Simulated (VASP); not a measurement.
# B2P3 (P4mm) in VASP: single point with PBE

Aim: the single point of B2P3 with PBE.

Program: VASP 6.6.1. These are calculated values, not measurements. Logs are shortened: lines on timing, memory, paths and dates and some standing lists are left out, and cuts for length are marked.

## (1) The cell of the first run

Symmetry: P4mm, No. 99, tetragonal system. Conventional cell: a = 4.028 Å, b = 4.028 Å, c = 4.156 Å, α = 90.00°, β = 90.00°, γ = 90.00°. B (site symmetry 4mm) has 6 P at 1.92 to 2.24 Å within 2.5 Å. B (site symmetry 4mm) has 4 P at 2.02 Å within 2.7 Å. Within 2.7 Å of P (site symmetry 2mm) lie 4 B at 2.02 to 2.21 Å and 2 P at 2.42 Å. P (site symmetry 4mm) has 2 B at 1.92 to 2.24 Å and 4 P at 2.42 Å within 2.5 Å.

The cell was built from a structure type or drawn by symmetry, and may not be a known phase.

## (2) Single point, PBE

INCAR

```
SYSTEM = B2P3
PREC = Accurate
ENCUT = 500
EDIFF = 1E-6
ISMEAR = 0
SIGMA = 0.2
LREAL = .False.
LASPH = .True.
NELM = 120
ALGO = Normal
ISIF = 2
LWAVE = .False.
LCHARG = .False.
GGA = PE
NBANDS = 18
GGA_COMPAT = .False.
```

KPOINTS

```
regular mesh
0
Gamma
  4 4 5
  0 0 0
```

POSCAR

```
B2P3
1.0
    4.0283957466      0.0000000000      0.0000000000
    0.0000000000      4.0283957466      0.0000000000
    0.0000000000      0.0000000000      4.1560753696
B P
2 3
Direct
    0.5000000000      0.5000000000      0.0741613175
    0.0000000000      0.0000000000      1.3174917260
    0.0000000000      0.5000000000      0.2910134576
    0.5000000000      0.0000000000      0.2910134576
    0.5000000000      0.5000000000      0.6131251513
```

Potentials or basis: VASP PAW PBE potentials, release 64 (B, P).

Started as:

```sh
$ cat potpaw_PBE.64/B/POTCAR potpaw_PBE.64/P/POTCAR > POTCAR
$ mpirun -np 1 vasp_std > vasp.out
```

OUTCAR:

```text
SYSTEM = B2P3
   PREC = Accurate
   ENCUT = 500
   EDIFF = 1E-6
   ISMEAR = 0
   LREAL = .False.
   LASPH = .True.
   NELM = 120
   ISIF = 2
   GGA = PE

 ion  position               nearest neighbor table
   1  0.500  0.500  0.074-   5 1.92   4 2.21   3 2.21   4 2.21   3 2.21   5 2.24
   2  0.000  0.000  0.317-   3 2.02   4 2.02   3 2.02   4 2.02
   3  0.000  0.500  0.291-   2 2.02   2 2.02   1 2.21   1 2.21   5 2.42   5 2.42   4 2.85   4 2.85
                             4 2.85   4 2.85
   4  0.500  0.000  0.291-   2 2.02   2 2.02   1 2.21   1 2.21   5 2.42   5 2.42   3 2.85   3 2.85
                             3 2.85   3 2.85
   5  0.500  0.500  0.613-   1 1.92   1 2.24   4 2.42   3 2.42   4 2.42   3 2.42

  LATTYP: Found a simple tetragonal cell.
 ALAT       =     4.0283957466
 C/A-ratio  =     1.0316949056

  Lattice vectors:

 A1 = (   4.0283957466,   0.0000000000,   0.0000000000)
 A2 = (   0.0000000000,   4.0283957466,   0.0000000000)
 A3 = (   0.0000000000,   0.0000000000,   4.1560753696)

Analysis of symmetry for initial positions (statically):
=====================================================================
 Subroutine PRICEL returns:
 Original cell was already a primitive cell.

 Routine SETGRP: Setting up the symmetry group for a
 simple tetragonal supercell.

 Subroutine GETGRP returns: Found  8 space group operations
 (whereof  8 operations were pure point group operations)
 out of a pool of 16 trial point group operations.

The static configuration has the point symmetry C_4v.

Analysis of symmetry for dynamics (positions and initial velocities):
=====================================================================
 Subroutine PRICEL returns:
 Original cell was already a primitive cell.

 Routine SETGRP: Setting up the symmetry group for a
 simple tetragonal supercell.

 Subroutine GETGRP returns: Found  8 space group operations
 (whereof  8 operations were pure point group operations)
 out of a pool of 16 trial point group operations.

The dynamic configuration has the point symmetry C_4v.

 Subroutine INISYM returns: Found  8 space group operations
 (whereof  8 operations are pure point group operations),
 and found     1 'primitive' translations

----------------------------------------------------------------------------------------

                                     Primitive cell

  volume of cell :      67.4447

  direct lattice vectors                    reciprocal lattice vectors
     4.028395747  0.000000000  0.000000000     0.248237776  0.000000000  0.000000000
     0.000000000  4.028395747  0.000000000     0.000000000  0.248237776  0.000000000
     0.000000000  0.000000000  4.156075370     0.000000000  0.000000000  0.240611613

  length of vectors
     4.028395747  4.028395747  4.156075370     0.248237776  0.248237776  0.240611613

  position of ions in fractional coordinates (direct lattice)
     0.500000000  0.500000000  0.074161317
     0.000000000  0.000000000  0.317491726
     0.000000000  0.500000000  0.291013458
     0.500000000  0.000000000  0.291013458
     0.500000000  0.500000000  0.613125151

  ion indices of the primitive-cell ions
   primitive index   ion index
                 1           1
                 2           2
                 3           3
                 4           4
                 5           5

----------------------------------------------------------------------------------------

 KPOINTS: regular mesh

Automatic generation of k-mesh.
 Grid dimensions read from file:
 generate k-points for:    4    4    5

 Generating k-lattice:

  Cartesian coordinates                     Fractional coordinates (reciprocal lattice)
     0.062059444  0.000000000  0.000000000     0.250000000  0.000000000  0.000000000
     0.000000000  0.062059444  0.000000000     0.000000000  0.250000000  0.000000000
     0.000000000  0.000000000  0.048122323     0.000000000  0.000000000  0.200000000

  Length of vectors
     0.062059444  0.062059444  0.048122323

  Shift w.r.t. Gamma in fractional coordinates (k-lattice)
     0.000000000  0.000000000  0.000000000

 Subroutine IBZKPT returns following result:
 ===========================================

 Found     18 irreducible k-points:

 Following reciprocal coordinates:
            Coordinates               Weight
  0.000000  0.000000  0.000000      1.000000
  0.250000  0.000000  0.000000      4.000000
  0.500000  0.000000  0.000000      2.000000
  0.250000  0.250000  0.000000      4.000000
  0.500000  0.250000  0.000000      4.000000
  0.500000  0.500000  0.000000      1.000000
[... 10 lines left out ...]
  0.500000  0.250000  0.400000      8.000000
  0.500000  0.500000  0.400000      2.000000
   k-points           NKPTS =     18   k-points in BZ     NKDIM =     18   number of bands    NBANDS=     18
   number of dos      NEDOS =    301   number of ions     NIONS =      5
   total plane-waves  NPLWV =  27000
   dimension x,y,z NGX =    30 NGY =   30 NGZ =   30
   dimension x,y,z NGXF=    60 NGYF=   60 NGZF=   60
   ions per type =               2   3
   NGX,Y,Z   is equivalent  to a cutoff of  12.38, 12.38, 12.00 a.u.
   NGXF,Y,Z  is equivalent  to a cutoff of  24.76, 24.76, 24.00 a.u.
 SYSTEM =  B2P3
   PREC   = accura    normal or accurate (medium, high low for compatibility)
   ISTART =      0    job   : 0-new  1-cont  2-samecut
   ICHARG =      2    charge: 1-file 2-atom 10-const
   ISPIN  =      1    spin polarized calculation?
   LNONCOLLINEAR =      F non collinear calculations
   LSORBIT =      F    spin-orbit coupling
   LASPH  =      T    aspherical Exc in radial PAW
   ENCUT  =  500.0 eV  36.75 Ry    6.06 a.u.   7.34  7.34  7.58*2*pi/ulx,y,z
   NELM   =    120;   NELMIN=  2; NELMDL= -5     # of ELM steps
   EDIFF  = 0.1E-05   stopping-criterion for ELM
   LREAL  =      F    real-space projection
   EDIFFG = 0.1E-04   stopping-criterion for IOM
   NSW    =      0    number of steps for IOM
   IBRION =     -1    ionic relax: 0-MD 1-quasi-New 2-CG
   NFREE  =      0    steps in history (QN), initial steepest desc. (CG)
   ISIF   =      2    stress and relaxation
   ISYM   =      2    0-nonsym 1-usesym 2-fastsym
   POTIM  = 0.5000    time-step for ionic-motion
   TEBEG  =    0.0;   TEEND  =   0.0 temperature during run
   PSTRESS=    0.0 pullay stress
   NELECT =      21.0000    total number of electrons
   NUPDOWN=      -1.0000    fix difference up-down
   EMIN   =  10.00;   EMAX   =-10.00  energy-range for DOS
   EFERMI =   0.00;   METHOD = LEGACY
   ISMEAR =     0;   SIGMA  =   0.20  broadening in eV -4-tet -1-fermi 0-gaus
   EFERMI_NEDOS =   21; number of points for ismear=-14 and -15
   IALGO  =     38    algorithm
   IMIX   =      4    mixing-type and parameters
     AMIX     =   0.40;   BMIX     =  1.00
     AMIX_MAG =   1.60;   BMIX_MAG =  1.00
  volume/ion in A,a.u.               =      13.49        91.03
  Fermi-wavevector in a.u.,A,eV,Ry     =   1.109597  2.096835 16.751575  1.231206
  Thomas-Fermi vector in A             =   2.246139
   LORBIT       =      0    0 simple, 1 ext, 2 COOP (PROOUT), +10 PAW based schemes
   GGA     = PE    functional components
   LHFCALC =     F    Hartree Fock is set to
   AEXX    =    0.0000 exact exchange contribution
   IVDW    =     0    specifies the selected vdW correction
   LEPSILON=     F    determine dielectric tensor
   LRPA    =     F    only Hartree local field effects (RPA)
 non-spin polarized calculation
 Gauss-broadening in eV      SIGMA  =   0.20
  energy-cutoff  :      500.00
  volume of cell :       67.44
 maximum number of plane-waves:      1759
 NGX is ok and might be reduce to    30
   NGX = 15   NGY = 15   NGZ = 15

 number of electron      20.9999993 magnetization

 Free energy of the ion-electron system (eV)
  ---------------------------------------------------
  ext. energy  EPLUGINS =         0.00000000
  ---------------------------------------------------
  free energy    TOTEN  =       -26.24803666 eV

  energy without entropy =      -26.22679737  energy(sigma->0) =      -26.23741701

 E-fermi :   7.1069     XC(G=0): -10.4104

 val. band max:        6.8999601000   @ k =   0.5000   0.0000   0.2000
 cond. band min:       7.1189181769   @ k =   0.0000   0.0000   0.0000
 fundamental gap:      0.2189580768
 Fermi energy:         7.1068582513

 k-point     1 :       0.0000    0.0000    0.0000
  band No.  band energies     occupation
      1      -9.3964      2.00000
      2      -2.3402      2.00000
      3      -1.4444      2.00000
      4      -1.0081      2.00000
      5      -1.0081      2.00000
      6       0.1278      2.00000
[... 10 lines left out ...]
     17      11.1983      0.00000
     18      11.5500      0.00000

 k-point     2 :       0.2500    0.0000    0.0000
  band No.  band energies     occupation
      1      -8.9228      2.00000
      2      -4.6257      2.00000
      3      -1.8664      2.00000
      4      -0.5214      2.00000
      5       0.4798      2.00000
      6       0.8548      2.00000
[... 10 lines left out ...]
     17      12.8865      0.00000
     18      13.7611      0.00000

 k-point     3 :       0.5000    0.0000    0.0000
  band No.  band energies     occupation
      1      -7.9866      2.00000
      2      -6.5174      2.00000
      3      -1.5897      2.00000
      4       0.7136      2.00000
      5       1.0610      2.00000
      6       1.1293      2.00000
[... 10 lines left out ...]
     17      13.2654      0.00000
     18      14.8240      0.00000

 k-point     4 :       0.2500    0.2500    0.0000
  band No.  band energies     occupation
      1      -8.4469      2.00000
      2      -4.4106      2.00000
      3      -4.0122      2.00000
      4      -0.5997      2.00000
      5       0.5310      2.00000
      6       0.9821      2.00000
[... 249 lines left out ...]
      4      -2.6505      2.00000
      5       0.3837      2.00000
      6       2.1709      2.00000
[... 10 lines left out ...]
     17      13.4839      0.00000
     18      14.7460      0.00000

 k-point    17 :       0.5000    0.2500    0.4000
  band No.  band energies     occupation
      1      -6.9474      2.00000
      2      -5.8856      2.00000
      3      -3.7474      2.00000
      4      -2.1227      2.00000
      5      -1.4407      2.00000
      6       1.2093      2.00000
[... 10 lines left out ...]
     17      13.9594      0.00000
     18      14.5810      0.00000

 k-point    18 :       0.5000    0.5000    0.4000
  band No.  band energies     occupation
      1      -5.6710      2.00000
      2      -5.2282      2.00000
      3      -5.2282      2.00000
      4      -3.0099      2.00000
      5      -2.6159      2.00000
      6       1.6805      2.00000
[... 10 lines left out ...]
     17      13.0780      0.00000
     18      13.0791      0.00000

------------------------ aborting loop because EDIFF is reached ----------------------------------------

  FORCE on cell =-STRESS in cart. coord.  units (eV):
  Direction    XX          YY          ZZ          XY          YZ          ZX
  --------------------------------------------------------------------------------------
  -------------------------------------------------------------------------------------
  Total       -0.1994693     -0.1994693     -0.0784834      0.0000000      0.0000000      0.0000000
  in kB       -4.7384781     -4.7384781     -1.8644060      0.0000000      0.0000000      0.0000000
  external PRESSURE =      -3.7804541 kB  Pullay stress =       0.0000000 kB

 VOLUME and BASIS-vectors are now :
 -----------------------------------------------------------------------------
  energy-cutoff  :      500.00
  volume of cell :       67.44
      direct lattice vectors                 reciprocal lattice vectors
     4.028395747  0.000000000  0.000000000     0.248237776  0.000000000  0.000000000
     0.000000000  4.028395747  0.000000000     0.000000000  0.248237776  0.000000000
     0.000000000  0.000000000  4.156075370     0.000000000  0.000000000  0.240611613

 POSITION                                       TOTAL-FORCE (eV/Angst)
 -----------------------------------------------------------------------------------
      2.01420      2.01420      0.30822         0.000000     -0.000000      0.046311
      0.00000      0.00000      1.31952         0.000000      0.000000      0.017411
      0.00000      2.01420      1.20947         0.000000      0.000000     -0.006557
      2.01420      0.00000      1.20947         0.000000      0.000000     -0.006557
      2.01420      2.01420      2.54819         0.000000     -0.000000     -0.050608
 -----------------------------------------------------------------------------------
    total drift:                                0.000000      0.000000     -0.000014

  FREE ENERGIE OF THE ION-ELECTRON SYSTEM (eV)
  ---------------------------------------------------
  free  energy   TOTEN  =       -26.2480366556 eV

  energy  without entropy=      -26.2267973721  energy(sigma->0) =      -26.23741701
```

Wall time 28 s (1 thread of Intel Xeon 8259CL, shared host); peak memory 0.17 GiB.

Results:

| Property | Result |
| --- | --- |
| Free energy | -26.2480 eV |
| Pressure | -0.4 GPa |
| Largest force | 0.051 eV/Å |
| Band gap on the k mesh | zero (an odd number of electrons rules out a gap without spin polarisation) |

Forces in eV/Å, atoms in the order of the input:
```
B    0.000  0.000  0.046
B    0.000  0.000  0.017
P    0.000  0.000 -0.007
P    0.000  0.000 -0.007
P    0.000  0.000 -0.051
```

Caveat: the k points lie up to 0.39 Å⁻¹ apart, too coarse for converged energies and pressures of a metal.
